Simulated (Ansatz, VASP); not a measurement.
**One calculation of Rb, two programs**

The input INCAR:

```
  PREC = Accurate
  ENCUT = 520
  EDIFF = 1E-7
  ISMEAR = 0
  SIGMA = 0.15
  LREAL = False
  LASPH = True
  NELM = 60
  ALGO = Fast
  ISIF = 2
  LWAVE = False
  LCHARG = False
  GGA = PE
  IVDW = 12
  NBANDS = 16
```

KPOINTS

```
Automatic mesh
0
Gamma
  10 10 6
```

POSCAR

```
Rb
1.0
    2.4740083059     -4.3297492603      0.0000000000
    2.4740083059      4.3297492603      0.0000000000
    0.0000000000      0.0000000000      7.6005071405
Rb
2
Direct
    0.8359965595      0.1640034405      0.7500000000
    0.1640034405      0.8359965595      0.2500000000
```

Input for Ansatz:

```yaml
crystal:
  lattice:
    - [2.4740083059, -4.3297492603, 0.0]
    - [2.4740083059, 4.3297492603, 0.0]
    - [0.0, 0.0, 7.6005071405]
  atoms:
    - { symbol: Rb, position: [0.8359965595, 0.1640034405, 0.75] }
    - { symbol: Rb, position: [0.1640034405, 0.8359965595, 0.25] }
basis:
  ecutwfc: 420
kpoints:
  mp_grid: { grid: [10, 10, 6] }
hamiltonian:
  xc: pbe
  dispersion: d3bj
scf:
  occupations: { method: gaussian, width: 0.15 }
output:
  forces: true
  stress: true
  eigenvalues: true
```

Change from the starting cell: normal strain along x +0.0000, normal strain along z -0.0550.

Alike in both runs: task single point; functional PBE; dispersion D3(BJ); k mesh 10 × 10 × 6; occupations gaussian, width 0.15 eV; no spin polarisation.

```csv
,VASP,Ansatz
version,VASP 6.6.1,Ansatz 0.2.0
potentials or method,"VASP PAW PBE potentials, release 64 (Rb_sv), cutoff 520 eV","scalar-relativistic, plane waves, PAW"
valence electrons in the cell,18,18
```

|  | VASP | Ansatz | Ansatz less VASP |
| --- | --- | --- | --- |
| gap on the k mesh at the Fermi level (eV) | none | none | - |
| pressure (GPa) | 0.2 | 0.2 | 0.00 |
| traceless stress, the component that is largest in VASP (GPa) | 0.17 | 0.17 | 0.000 |

A gap of «none» marks a metal or a gap that the smearing closes.
